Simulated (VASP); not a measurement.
# VO2 (P4_2/mnm) in VASP: notebook

VO2 is run at these levels: PBE+U; tasks: single point.

Everything below comes from runs of VASP 6.6.1. Logs are shortened: lines on timing, memory, paths and dates and some standing lists are left out, and cuts for length are marked.

## (1) The cell of the first run

Symmetry: P4_2/mnm, No. 136, tetragonal system. The conventional cell has a = 4.382 Å, b = 4.382 Å, c = 2.975 Å, α = 90.00°, β = 90.00°, γ = 90.00°. V (site symmetry mmm) has 6 O at 1.85 to 1.94 Å within 2.5 Å. Within 2.5 Å of O (site symmetry m2m) lie 3 V at 1.85 to 1.94 Å and 1 O at 2.49 Å.

## (2) Single point, PBE+U, collinear spin, ferromagnetic start (9.52 Å³/atom)

INCAR

```
SYSTEM = VO2
ALGO = Normal
EDIFF = 1E-6
ENCUT = 600
GGA = PE
GGA_COMPAT = .FALSE.
ISIF = 2
ISMEAR = 0
ISPIN = 2
LASPH = .TRUE.
LCHARG = .TRUE.
LDAU = .TRUE.
LDAUJ = 0 0
LDAUL = 2 -1
LDAUPRINT = 1
LDAUTYPE = 2
LDAUU = 3.25 0
LELF = .TRUE.
LMAXMIX = 4
LORBIT = 11
LREAL = .FALSE.
LVHAR = .TRUE.
LWAVE = .FALSE.
MAGMOM = 0.95 0.95 0 0 0 0
NBANDS = 38
NELM = 200
PREC = Accurate
SIGMA = 0.02
```

KPOINTS

```
k-points
0
G
  6 6 10
  0 0 0
```

POSCAR

```
VO2
1.0
    4.3821777393      0.0000000000      0.0000000000
    0.0000000000      4.3821777393      0.0000000000
    0.0000000000      0.0000000000      2.9750155188
V O
2 4
Direct
    0.0000000000      0.0000000000      0.0000000000
    0.5000000000      0.5000000000      0.5000000000
    0.2989371268      0.2989371268      0.0000000000
    0.2010628732      0.7989371268      0.5000000000
    0.7010628732      0.7010628732      0.0000000000
    0.7989371268      0.2010628732      0.5000000000
```

Potentials or basis: VASP PAW PBE potentials, release 64 (V_sv, O).

On the command line:

```console
cat potpaw_PBE.64/V_sv/POTCAR potpaw_PBE.64/O/POTCAR > POTCAR
mpirun -np 1 vasp_std > vasp.out
```

OUTCAR:

```text
SYSTEM = VO2
   EDIFF = 1E-6
   ENCUT = 600
   GGA = PE
   ISIF = 2
   ISMEAR = 0
   ISPIN = 2
   LASPH = .TRUE.
   LORBIT = 11
   LREAL = .FALSE.
   NELM = 200
   PREC = Accurate

 ion  position               nearest neighbor table
   1  0.000  0.000  0.000-   3 1.85   5 1.85   4 1.94   6 1.94   4 1.94   6 1.94
   2  0.500  0.500  0.500-   4 1.85   6 1.85   5 1.94   3 1.94   3 1.94   5 1.94
   3  0.299  0.299  0.000-   1 1.85   2 1.94   2 1.94
   4  0.201  0.799  0.500-   2 1.85   1 1.94   1 1.94
   5  0.701  0.701  0.000-   1 1.85   2 1.94   2 1.94
   6  0.799  0.201  0.500-   2 1.85   1 1.94   1 1.94

  LATTYP: Found a simple tetragonal cell.
 ALAT       =     4.3821777393
 C/A-ratio  =     0.6788897429

  Lattice vectors:

 A1 = (   4.3821777393,   0.0000000000,   0.0000000000)
 A2 = (   0.0000000000,   4.3821777393,   0.0000000000)
 A3 = (   0.0000000000,   0.0000000000,   2.9750155188)

Analysis of symmetry for initial positions (statically):
=====================================================================
 Subroutine PRICEL returns:
 Original cell was already a primitive cell.

 Routine SETGRP: Setting up the symmetry group for a
 simple tetragonal supercell.

 Subroutine GETGRP returns: Found 16 space group operations
 (whereof  8 operations were pure point group operations)
 out of a pool of 16 trial point group operations.

The static configuration has the point symmetry D_2h.
 The point group associated with its full space group is D_4h.

Analysis of symmetry for dynamics (positions and initial velocities):
=====================================================================
 Subroutine PRICEL returns:
 Original cell was already a primitive cell.

 Routine SETGRP: Setting up the symmetry group for a
 simple tetragonal supercell.

 Subroutine GETGRP returns: Found 16 space group operations
 (whereof  8 operations were pure point group operations)
 out of a pool of 16 trial point group operations.

The dynamic configuration has the point symmetry D_2h.
 The point group associated with its full space group is D_4h.

Analysis of structural, dynamic, and magnetic symmetry:
=====================================================================
 Subroutine PRICEL returns:
 Original cell was already a primitive cell.

 Routine SETGRP: Setting up the symmetry group for a
 simple tetragonal supercell.

 Subroutine GETGRP returns: Found 16 space group operations
 (whereof  8 operations were pure point group operations)
 out of a pool of 16 trial point group operations.

The overall configuration has the point symmetry D_2h.
 The point group associated with its full space group is D_4h.

 Subroutine INISYM returns: Found 16 space group operations
 (whereof  8 operations are pure point group operations),
 and found     1 'primitive' translations

----------------------------------------------------------------------------------------

                                     Primitive cell

  volume of cell :      57.1307

  direct lattice vectors                    reciprocal lattice vectors
     4.382177739  0.000000000  0.000000000     0.228197043  0.000000000  0.000000000
     0.000000000  4.382177739  0.000000000     0.000000000  0.228197043  0.000000000
[... 159 lines left out ...]
  o =  0.1169  v =  0.0000  0.0000  0.0000  0.0000  0.0000  0.0000  0.7071  0.0000  0.7071  0.0000      0.0000  0.0000  0.0000  0.0000  0.0000  0.0000  0.0000  0.0000  0.0000  0.0000
  o =  0.1338  v =  0.0000  0.0000  0.0000  0.0000  0.0000 -0.0000 -0.0000 -0.0000 -0.0000  1.0000      0.0000  0.0000  0.0000  0.0000  0.0000  0.0000  0.0000  0.0000  0.0000  0.0000
  o =  0.1487  v =  0.0000 -0.7071  0.0000 -0.7071 -0.0000  0.0000  0.0000  0.0000  0.0000  0.0000      0.0000  0.0000  0.0000  0.0000  0.0000  0.0000  0.0000  0.0000  0.0000  0.0000
  o =  0.1737  v =  0.0000  0.0000 -0.0000  0.0000 -1.0000  0.0000  0.0000  0.0000  0.0000  0.0000      0.0000  0.0000  0.0000  0.0000  0.0000  0.0000  0.0000  0.0000  0.0000  0.0000
  o =  0.2788  v =  0.0000  0.0000  0.0000  0.0000  0.0000 -0.0000 -0.7071 -0.0000  0.7071  0.0000      0.0000  0.0000  0.0000  0.0000  0.0000  0.0000  0.0000  0.0000  0.0000  0.0000
  o =  0.2971  v =  0.0000  0.7071  0.0000 -0.7071  0.0000  0.0000  0.0000  0.0000  0.0000  0.0000      0.0000  0.0000  0.0000  0.0000  0.0000  0.0000  0.0000  0.0000  0.0000  0.0000
  o =  0.3283  v =  0.0000  0.0000  0.0000  0.0000  0.0000 -0.8330  0.0000  0.5533 -0.0000 -0.0000      0.0000  0.0000  0.0000  0.0000  0.0000  0.0000  0.0000  0.0000  0.0000  0.0000
  o =  0.3961  v = -0.8377  0.0000  0.5461  0.0000 -0.0000  0.0000  0.0000  0.0000  0.0000  0.0000      0.0000  0.0000  0.0000  0.0000  0.0000  0.0000  0.0000  0.0000  0.0000  0.0000
  o =  0.9282  v = -0.5461 -0.0000 -0.8377  0.0000  0.0000  0.0000  0.0000  0.0000  0.0000  0.0000      0.0000  0.0000  0.0000  0.0000  0.0000  0.0000  0.0000  0.0000  0.0000  0.0000

atom =   2  type =  1  l = 2

 onsite density matrix

spin component  1

  0.5548  0.0000 -0.2435  0.0000 -0.0000
  0.0000  0.2229  0.0000  0.0742  0.0000
 -0.2435  0.0000  0.7695  0.0000 -0.0000
  0.0000  0.0742  0.0000  0.2229  0.0000
 -0.0000  0.0000 -0.0000  0.0000  0.1737

spin component  2

  0.2464  0.0000  0.1233  0.0000  0.0000
  0.0000  0.1978  0.0000  0.0810  0.0000
  0.1233  0.0000  0.1426  0.0000 -0.0000
  0.0000  0.0810  0.0000  0.1978  0.0000
  0.0000  0.0000 -0.0000  0.0000  0.1338

 occupancies and eigenvectors

  o =  0.0607  v =  0.0000  0.0000  0.0000  0.0000  0.0000 -0.5533 -0.0000  0.8330  0.0000  0.0000      0.0000  0.0000  0.0000  0.0000  0.0000  0.0000  0.0000  0.0000  0.0000  0.0000
  o =  0.1169  v =  0.0000  0.0000  0.0000  0.0000  0.0000  0.0000  0.7071  0.0000 -0.7071  0.0000      0.0000  0.0000  0.0000  0.0000  0.0000  0.0000  0.0000  0.0000  0.0000  0.0000
  o =  0.1338  v =  0.0000  0.0000  0.0000  0.0000  0.0000 -0.0000  0.0000  0.0000  0.0000 -1.0000      0.0000  0.0000  0.0000  0.0000  0.0000  0.0000  0.0000  0.0000  0.0000  0.0000
  o =  0.1487  v =  0.0000  0.7071  0.0000 -0.7071 -0.0000  0.0000  0.0000  0.0000  0.0000  0.0000      0.0000  0.0000  0.0000  0.0000  0.0000  0.0000  0.0000  0.0000  0.0000  0.0000
  o =  0.1737  v =  0.0000  0.0000  0.0000  0.0000  1.0000  0.0000  0.0000  0.0000  0.0000  0.0000      0.0000  0.0000  0.0000  0.0000  0.0000  0.0000  0.0000  0.0000  0.0000  0.0000
  o =  0.2788  v =  0.0000  0.0000  0.0000  0.0000  0.0000  0.0000  0.7071  0.0000  0.7071  0.0000      0.0000  0.0000  0.0000  0.0000  0.0000  0.0000  0.0000  0.0000  0.0000  0.0000
  o =  0.2971  v =  0.0000  0.7071  0.0000  0.7071 -0.0000  0.0000  0.0000  0.0000  0.0000  0.0000      0.0000  0.0000  0.0000  0.0000  0.0000  0.0000  0.0000  0.0000  0.0000  0.0000
  o =  0.3283  v =  0.0000  0.0000  0.0000  0.0000  0.0000 -0.8330 -0.0000 -0.5533  0.0000  0.0000      0.0000  0.0000  0.0000  0.0000  0.0000  0.0000  0.0000  0.0000  0.0000  0.0000
  o =  0.3961  v = -0.8377  0.0000 -0.5461  0.0000  0.0000  0.0000  0.0000  0.0000  0.0000  0.0000      0.0000  0.0000  0.0000  0.0000  0.0000  0.0000  0.0000  0.0000  0.0000  0.0000
  o =  0.9282  v = -0.5461 -0.0000  0.8377  0.0000 -0.0000  0.0000  0.0000  0.0000  0.0000  0.0000      0.0000  0.0000  0.0000  0.0000  0.0000  0.0000  0.0000  0.0000  0.0000  0.0000

 number of electron      50.0000024 magnetization       2.0001128

 Free energy of the ion-electron system (eV)
  ---------------------------------------------------
  ext. energy  EPLUGINS =         0.00000000
  ---------------------------------------------------
  free energy    TOTEN  =       -46.30909340 eV

  energy without entropy =      -46.30909340  energy(sigma->0) =      -46.30909340

 E-fermi :   5.9033     XC(G=0): -11.9743

 val. band max:        5.7735683087   @ k =   0.1667   0.1667   0.2000
 cond. band min:       6.8247541054   @ k =   0.5000   0.0000   0.5000
 fundamental gap:      1.0511857967
 Fermi energy:         5.9032728458

 spin component 1

 k-point     1 :       0.0000    0.0000    0.0000
  band No.  band energies     occupation
      1     -59.6682      1.00000
      2     -59.6553      1.00000
      3     -33.7235      1.00000
      4     -33.7235      1.00000
      5     -33.3306      1.00000
      6     -33.3068      1.00000
[... 1913 lines left out ...]
     36      17.2518      0.00000
     37      20.4783      0.00000

 [... further k-points ...]

 [bands above 37 left out]

------------------------ aborting loop because EDIFF is reached ----------------------------------------

  FORCE on cell =-STRESS in cart. coord.  units (eV):
  Direction    XX          YY          ZZ          XY          YZ          ZX
  --------------------------------------------------------------------------------------
  -------------------------------------------------------------------------------------
  Total        7.4075098      7.4075098      7.3095604      0.0000000      0.0000000      0.0000000
  in kB      207.7368801    207.7368801    204.9899771      0.0000000      0.0000000      0.0000000
  external PRESSURE =     206.8212457 kB  Pullay stress =       0.0000000 kB

 VOLUME and BASIS-vectors are now :
 -----------------------------------------------------------------------------
  energy-cutoff  :      600.00
  volume of cell :       57.13
      direct lattice vectors                 reciprocal lattice vectors
     4.382177739  0.000000000  0.000000000     0.228197043  0.000000000  0.000000000
     0.000000000  4.382177739  0.000000000     0.000000000  0.228197043  0.000000000
     0.000000000  0.000000000  2.975015519     0.000000000  0.000000000  0.336132700

 POSITION                                       TOTAL-FORCE (eV/Angst)
 -----------------------------------------------------------------------------------
      0.00000      0.00000      0.00000        -0.000000      0.000000      0.000000
      2.19109      2.19109      1.48751        -0.000000      0.000000      0.000000
      1.31000      1.31000      0.00000         0.043690      0.043690      0.000000
      0.88109      3.50108      1.48751        -0.043690      0.043690      0.000000
      3.07218      3.07218      0.00000        -0.043690     -0.043690      0.000000
      3.50108      0.88109      1.48751         0.043690     -0.043690      0.000000
 -----------------------------------------------------------------------------------
    total drift:                                0.000000      0.000000      0.000000

  FREE ENERGIE OF THE ION-ELECTRON SYSTEM (eV)
  ---------------------------------------------------
  free  energy   TOTEN  =       -46.3090934048 eV

  energy  without entropy=      -46.3090934048  energy(sigma->0) =      -46.30909340

 total charge

# of ion       s       p       d       tot
------------------------------------------
    1        2.304   6.372   2.827  11.503
    2        2.304   6.372   2.827  11.503
    3        1.570   3.532   0.000   5.102
    4        1.570   3.532   0.000   5.102
    5        1.570   3.532   0.000   5.102
    6        1.570   3.532   0.000   5.102
--------------------------------------------------
tot         10.887  26.874   5.654  43.415

 magnetization (x)

# of ion       s       p       d       tot
------------------------------------------
    1        0.015   0.014   1.023   1.052
    2        0.015   0.014   1.023   1.052
    3       -0.002  -0.037   0.000  -0.039
    4       -0.002  -0.037   0.000  -0.039
    5       -0.002  -0.037   0.000  -0.039
    6       -0.002  -0.037   0.000  -0.039
--------------------------------------------------
tot          0.023  -0.121   2.046   1.947
```

Wall time 3.3 min (1 thread of Intel Xeon Platinum 8259CL at 2.50GHz (Skylake/Cascade Lake), shared host); peak memory 0.34 GiB.

What came out:

```
Free energy                                           : -46.3091 eV
Pressure                                              : 20.7 GPa
Largest force                                         : 0.062 eV/Å
Band gap on the k mesh                                : 1.05 eV (least direct gap 1.28 eV)
Net moment                                            : 2.00 μB per cell
Site moments                                          : V +1.05; O -0.04 μB
Valence electrons inside the program's atomic spheres : V 11.50; O 5.10
```

Forces on the atoms (eV/Å):
```
V    0.000  0.000  0.000
V    0.000  0.000  0.000
O    0.044  0.044  0.000
O   -0.044  0.044  0.000
O   -0.044 -0.044  0.000
O    0.044 -0.044  0.000
```

Eigenvalues of the final occupation matrices:
| site | spin | trace | eigenvalues |
| --- | --- | --- | --- |
| site 1 d | 1 | 1.94 | 0.15 0.17 0.30 0.40 0.93 |
| site 1 d | 2 | 0.92 | 0.06 0.12 0.13 0.28 0.33 |
| site 2 d | 1 | 1.94 | 0.15 0.17 0.30 0.40 0.93 |
| site 2 d | 2 | 0.92 | 0.06 0.12 0.13 0.28 0.33 |

Caveat: the cell stands under pressure. The state reached can hang on the start; a lower one may exist.

## (3) Single point, PBE+U, collinear spin, ferromagnetic start (10.43 Å³/atom)

This run uses another cell than the first one, of 10.43 Å³/atom.

INCAR

```
ALGO = Normal
EDIFF = 1E-6
ENCUT = 600
GGA = PE
GGA_COMPAT = F
ISIF = 2
ISMEAR = 0
ISPIN = 2
LASPH = T
LCHARG = F
LDAU = T
LDAUJ = 0 0
LDAUL = 2 -1
LDAUPRINT = 1
LDAUTYPE = 2
LDAUU = 3.25 0
LMAXMIX = 4
LORBIT = 11
LREAL = F
LWAVE = F
MAGMOM = 0.95 0.95 0 0 0 0
NBANDS = 38
NELM = 200
PREC = Accurate
SIGMA = 0.02
```

KPOINTS

```
k-points
0
Gamma
  6 6 10
```

POSCAR

```
VO2
1.0
    4.5296326207      0.0000000000      0.0000000000
    0.0000000000      4.5296326207      0.0000000000
    0.0000000000      0.0000000000      3.0510731783
V O
2 4
Direct
    0.0000000000      0.0000000000      0.0000000000
    0.5000000000      0.5000000000      0.5000000000
    0.2989850899      0.2989850899      0.0000000000
    0.2010149101      0.7989850899      0.5000000000
    0.7010149101      0.7010149101      0.0000000000
    0.7989850899      0.2010149101      0.5000000000
```

Potentials or basis: VASP PAW PBE potentials, release 64 (V_sv, O).

On the command line:

```console
cat potpaw_PBE.64/V_sv/POTCAR potpaw_PBE.64/O/POTCAR > POTCAR
mpirun -np 1 vasp_std > vasp.out
```

Run time: 3.1 min. Hardware: 1 thread of Intel Xeon Platinum 8488C (Sapphire Rapids), shared host; peak memory 0.36 GiB.

Results (log left out):

```
Free energy                                           : -46.5897 eV
Pressure                                              : -3.4 GPa
Largest force                                         : 0.054 eV/Å
Band gap on the k mesh                                : 0.91 eV (least direct gap 1.14 eV)
Net moment                                            : 2.00 μB per cell
Site moments                                          : V +1.08; O -0.05 μB
Valence electrons inside the program's atomic spheres : V 11.29; O 5.04
```

Forces on the atoms (eV/Å):
```
V    0.000  0.000  0.000
V    0.000  0.000  0.000
O    0.038  0.038  0.000
O   -0.038  0.038  0.000
O   -0.038 -0.038  0.000
O    0.038 -0.038  0.000
```

Stress tensor (GPa, compression positive):
```
-3.29  0.00  0.00
 0.00 -3.29  0.00
 0.00  0.00 -3.68
```

Levels at points of the mesh, in eV from the valence-band top:
Spin up:
```
           k point  band 23  band 24  band 25  band 26  band 27  band 28  band 29  band 30
(0.00, 0.00, 0.00)    -0.94    -0.54    -0.54     0.00     1.14     1.28     1.28     2.26
(0.50, 0.00, 0.00)    -0.82    -0.82    -0.65    -0.65     1.91     1.91     2.28     2.28
(0.50, 0.50, 0.00)    -1.42    -1.42    -1.37    -1.37     1.31     1.31     2.64     2.64
(0.00, 0.00, 0.50)    -1.57    -1.57    -0.86    -0.86     2.07     2.07     2.58     2.58
(0.50, 0.00, 0.50)    -1.09    -1.09    -0.87    -0.87     0.91     0.91     2.72     2.72
(0.50, 0.50, 0.50)    -0.86    -0.86    -0.70    -0.70     1.73     1.73     2.03     2.03
```
Spin down:
```csv
k point,band 22,band 23,band 24,band 25,band 26,band 27
"(0.00, 0.00, 0.00)",-0.65,-0.65,-0.16,2.02,2.07,2.07
"(0.50, 0.00, 0.00)",-2.12,-0.89,-0.89,2.67,2.67,3.00
"(0.50, 0.50, 0.00)",-1.79,-1.48,-1.48,2.11,2.11,2.54
"(0.00, 0.00, 0.50)",-2.67,-1.60,-1.60,2.79,2.79,3.20
"(0.50, 0.00, 0.50)",-2.10,-1.22,-1.22,1.74,1.74,3.37
"(0.50, 0.50, 0.50)",-1.53,-0.78,-0.78,2.44,2.44,2.74
```

Eigenvalues of the final occupation matrices:
| site | spin | trace | eigenvalues |
| --- | --- | --- | --- |
| site 1 d | 1 | 1.90 | 0.14 0.17 0.28 0.37 0.93 |
| site 1 d | 2 | 0.84 | 0.05 0.11 0.12 0.26 0.30 |
| site 2 d | 1 | 1.90 | 0.14 0.17 0.28 0.37 0.93 |
| site 2 d | 2 | 0.84 | 0.05 0.11 0.12 0.26 0.30 |

Caveat: the cell stands under tension.
